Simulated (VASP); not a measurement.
Write the native input for VASP 6.6.1 that does the following.

| Property | Result |
| --- | --- |
| Task | single point |
| Functional | LDA |
| Potentials or basis | VASP PAW LDA potentials, release 64 (Tc_pv) |
| Cutoff | 520 eV |
| k mesh | 11 × 11 × 6 |
| Occupations | fermi-dirac, width 0.05 eV |
| Spin | no spin polarisation |
| Dipole correction | no |
| Further INCAR settings | ALGO = Normal; EDIFF = 1e-06; NBANDS = 20 |

The structure of Tc lies in POSCAR:

```
Tc
1.0
    2.6840659379      0.0000000000      0.0000000000
   -1.3420329689      2.3244692877      0.0000000000
    0.0000000000      0.0000000000      4.3082197061
Tc
2
Direct
    0.6666666667      0.3333333333      0.7500000000
    0.3333333333      0.6666666667      0.2500000000
```

These files were run (other wordings do the same):

INCAR

```
ALGO = Normal
EDIFF = 1E-6
ENCUT = 520
GGA = CA
ISIF = 2
ISMEAR = -1
LASPH = T
LCHARG = F
LREAL = F
LWAVE = F
NBANDS = 20
NELM = 80
PREC = Accurate
SIGMA = 0.05
```

KPOINTS

```
k-points
0
Gamma
  11 11 6
```

Potentials or basis: VASP PAW LDA potentials, release 64 (Tc_pv).

Launch:

```sh
$ cat potpaw_LDA.64/Tc_pv/POTCAR > POTCAR
$ mpirun -np 1 vasp_std > vasp.out
```

It gave:

| Quantity | Value |
| --- | --- |
| Pressure | 8.8 GPa |
| Band gap on the k mesh | zero (band 13 reaches 15.17 eV, above the bottom of band 14 at 11.75 eV) |

It took 14 s on 1 thread of Intel(R) Xeon(R) Platinum 8559C (Emerald Rapids) (shared host), peak memory 0.14 GiB.
